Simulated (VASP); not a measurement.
# BaF2 (Fm-3m) in VASP: single point with r2SCAN

Aim: the single point of BaF2 with r2SCAN.

Program: VASP 6.6.1. These are calculated values, not measurements. Logs are shortened: lines on timing, memory, paths and dates and some standing lists are left out, and cuts for length are marked.

## Step 1: The cell of the first run

The structure is cubic, space group Fm-3m (No. 225). Conventional cell: a = 6.200 Å, b = 6.200 Å, c = 6.200 Å, α = 90.00°, β = 90.00°, γ = 90.00°. Within 3.5 Å of Ba (site symmetry m-3m) lie 8 F at 2.68 Å. Within 3.5 Å of F (site symmetry -43m) lie 4 Ba at 2.68 Å and 6 F at 3.10 Å.

## Step 2: Single point, r2SCAN

File POSCAR:

```
BaF2
1.0
    0.0000000000      3.1000485598      3.1000485598
    3.1000485598      0.0000000000      3.1000485598
    3.1000485598      3.1000485598      0.0000000000
Ba F
1 2
Direct
    0.0000000000      0.0000000000      0.0000000000
    0.2500000000      0.2500000000      0.2500000000
    0.7500000000      0.7500000000      0.7500000000
```

File INCAR.step1:

```
ALGO = Normal ; EDIFF = 1E-5
ENCUT = 660 ; GGA = PE
GGA_COMPAT = False ; ISMEAR = 1
LASPH = True ; LCHARG = False
LREAL = False ; LWAVE = True
NBANDS = 19 ; NELM = 120
PREC = Accurate ; SIGMA = 0.1
```

File INCAR.step2:

```
ALGO = Normal ; EDIFF = 1E-6
ENCUT = 660 ; GGA_COMPAT = False
ISIF = 2 ; ISMEAR = 1
ISTART = 1 ; LASPH = True
LCHARG = False ; LMIXTAU = True
LREAL = False ; LWAVE = False
METAGGA = R2SCAN ; NBANDS = 19
NELM = 120 ; PREC = Accurate
SIGMA = 0.1
```

File KPOINTS:

```
k-points
0
Gamma
  10 10 10
```

Potentials or basis: VASP PAW PBE potentials, release 64 (Ba_sv, F).

The run is started by

```sh
$ cat potpaw_PBE.64/Ba_sv/POTCAR potpaw_PBE.64/F/POTCAR > POTCAR
$ cp INCAR.step1 INCAR
$ mpirun -np 1 vasp_std > vasp.out
$ cp INCAR.step2 INCAR
$ mpirun -np 1 vasp_std > vasp.out
```

OUTCAR:

```text
EDIFF = 1E-6
   ENCUT = 660
   ISIF = 2
   ISMEAR = 1
   ISTART = 1
   LASPH = True
   LREAL = False
   METAGGA = R2SCAN
   NELM = 120
   PREC = Accurate

 ion  position               nearest neighbor table
   1  0.000  0.000  0.000-   3 2.68   2 2.68   3 2.68   2 2.68   3 2.68   3 2.68   2 2.68   2 2.68

   2  0.250  0.250  0.250-   1 2.68   1 2.68   1 2.68   1 2.68
   3  0.750  0.750  0.750-   1 2.68   1 2.68   1 2.68   1 2.68

  LATTYP: Found a face centered cubic cell.
 ALAT       =     6.2000971196

  Lattice vectors:

 A1 = (   0.0000000000,   3.1000485598,   3.1000485598)
 A2 = (   3.1000485598,   0.0000000000,   3.1000485598)
 A3 = (   3.1000485598,   3.1000485598,   0.0000000000)

Analysis of symmetry for initial positions (statically):
=====================================================================
 Subroutine PRICEL returns:
 Original cell was already a primitive cell.

 Routine SETGRP: Setting up the symmetry group for a
 face centered cubic supercell.

 Subroutine GETGRP returns: Found 48 space group operations
 (whereof 48 operations were pure point group operations)
 out of a pool of 48 trial point group operations.

The static configuration has the point symmetry O_h .

Analysis of symmetry for dynamics (positions and initial velocities):
=====================================================================
 Subroutine PRICEL returns:
 Original cell was already a primitive cell.

 Routine SETGRP: Setting up the symmetry group for a
 face centered cubic supercell.

 Subroutine GETGRP returns: Found 48 space group operations
 (whereof 48 operations were pure point group operations)
 out of a pool of 48 trial point group operations.

The dynamic configuration has the point symmetry O_h .

 Subroutine INISYM returns: Found 48 space group operations
 (whereof 48 operations are pure point group operations),
 and found     1 'primitive' translations

----------------------------------------------------------------------------------------

                                     Primitive cell

  volume of cell :      59.5848

  direct lattice vectors                    reciprocal lattice vectors
     0.000000000  3.100048560  3.100048560    -0.161287796  0.161287796  0.161287796
     3.100048560  0.000000000  3.100048560     0.161287796 -0.161287796  0.161287796
[... 86 lines left out ...]
   NELM   =    120;   NELMIN=  2; NELMDL=  0     # of ELM steps
   EDIFF  = 0.1E-05   stopping-criterion for ELM
   LREAL  =      F    real-space projection
   EDIFFG = 0.1E-04   stopping-criterion for IOM
   NSW    =      0    number of steps for IOM
   IBRION =     -1    ionic relax: 0-MD 1-quasi-New 2-CG
   NFREE  =      0    steps in history (QN), initial steepest desc. (CG)
   ISIF   =      2    stress and relaxation
   ISYM   =      2    0-nonsym 1-usesym 2-fastsym
   POTIM  = 0.5000    time-step for ionic-motion
   TEBEG  =    0.0;   TEEND  =   0.0 temperature during run
   PSTRESS=    0.0 pullay stress
   NELECT =      24.0000    total number of electrons
   NUPDOWN=      -1.0000    fix difference up-down
   EMIN   =  10.00;   EMAX   =-10.00  energy-range for DOS
   EFERMI =   0.00;   METHOD = LEGACY
   ISMEAR =     1;   SIGMA  =   0.10  broadening in eV -4-tet -1-fermi 0-gaus
   EFERMI_NEDOS =   21; number of points for ismear=-14 and -15
   IALGO  =     38    algorithm
   IMIX   =      4    mixing-type and parameters
     AMIX     =   0.40;   BMIX     =  1.00
     AMIX_MAG =   1.60;   BMIX_MAG =  1.00
  volume/ion in A,a.u.               =      19.86       134.03
  Fermi-wavevector in a.u.,A,eV,Ry     =   1.209020  2.284716 19.888029  1.461729
  Thomas-Fermi vector in A             =   2.344610
   LORBIT       =      0    0 simple, 1 ext, 2 COOP (PROOUT), +10 PAW based schemes
   METAGGA = R2SCAN    functional components
   LHFCALC =     F    Hartree Fock is set to
   AEXX    =    0.0000 exact exchange contribution
   IVDW    =     0    specifies the selected vdW correction
   LEPSILON=     F    determine dielectric tensor
   LRPA    =     F    only Hartree local field effects (RPA)
 non-spin polarized calculation
 Methfessel and Paxton  Order N= 1 SIGMA  =   0.10
  energy-cutoff  :      660.00
  volume of cell :       59.58
 maximum number of plane-waves:      2313
 NGX is ok and might be reduce to    40
   NGX = 19   NGY = 19   NGZ = 19

 number of electron      24.0000001 magnetization

 Free energy of the ion-electron system (eV)
  ---------------------------------------------------
  ext. energy  EPLUGINS =         0.00000000
  ---------------------------------------------------
  free energy    TOTEN  =       -45.06480852 eV

  energy without entropy =      -45.07294762  energy(sigma->0) =      -45.06752155

 E-fermi :  -2.5665     XC(G=0):  -9.2420

 val. band max:       -2.5946334631   @ k =  -0.2000   0.2000   0.0000
 cond. band min:       4.7389328885   @ k =   0.0000   0.0000   0.0000
 fundamental gap:      7.3335663515
 Fermi energy:        -2.5665269865

 k-point     1 :       0.0000    0.0000    0.0000
  band No.  band energies     occupation
      1     -26.2341      2.00000
      2     -22.6818      2.00000
      3     -22.5478      2.00000
      4     -10.5806      2.00000
      5     -10.5806      2.00000
      6     -10.5806      2.00000
[... 505 lines left out ...]
      6     -10.4845      2.00000
[... 11 lines left out ...]
     18      10.2481      0.00000
     19      12.9693      0.00000

 [... further k-points ...]

------------------------ aborting loop because EDIFF is reached ----------------------------------------

  FORCE on cell =-STRESS in cart. coord.  units (eV):
  Direction    XX          YY          ZZ          XY          YZ          ZX
  --------------------------------------------------------------------------------------
  -------------------------------------------------------------------------------------
  Total        0.2597928      0.2597928      0.2597928      0.0000000      0.0000000      0.0000000
  in kB        6.9855745      6.9855745      6.9855745      0.0000000      0.0000000      0.0000000
  external PRESSURE =       6.9855745 kB  Pullay stress =       0.0000000 kB

 VOLUME and BASIS-vectors are now :
 -----------------------------------------------------------------------------
  energy-cutoff  :      660.00
  volume of cell :       59.58
      direct lattice vectors                 reciprocal lattice vectors
     0.000000000  3.100048560  3.100048560    -0.161287796  0.161287796  0.161287796
     3.100048560  0.000000000  3.100048560     0.161287796 -0.161287796  0.161287796
     3.100048560  3.100048560  0.000000000     0.161287796  0.161287796 -0.161287796

 POSITION                                       TOTAL-FORCE (eV/Angst)
 -----------------------------------------------------------------------------------
      0.00000      0.00000      0.00000        -0.000000      0.000000     -0.000000
      1.55002      1.55002      1.55002         0.000000     -0.000000      0.000000
      4.65007      4.65007      4.65007        -0.000000      0.000000     -0.000000
 -----------------------------------------------------------------------------------
    total drift:                                0.000000     -0.000000      0.000000

  FREE ENERGIE OF THE ION-ELECTRON SYSTEM (eV)
  ---------------------------------------------------
  free  energy   TOTEN  =       -45.0648085181 eV

  energy  without entropy=      -45.0729476153  energy(sigma->0) =      -45.06752155
```

It took 9.8 min on 1 thread of Intel Xeon 8259CL, shared host; peak memory 0.3 GiB.

What came out:

* Free energy: -45.0648 eV
* Pressure: 0.7 GPa
* Band gap on the k mesh: 7.33 eV, indirect (least direct gap 7.42 eV)

Caveat: the PAW data sets were made with another functional, which shifts forces and pressure a little; spin-orbit coupling is left out, which moves the levels of the heavy elements.
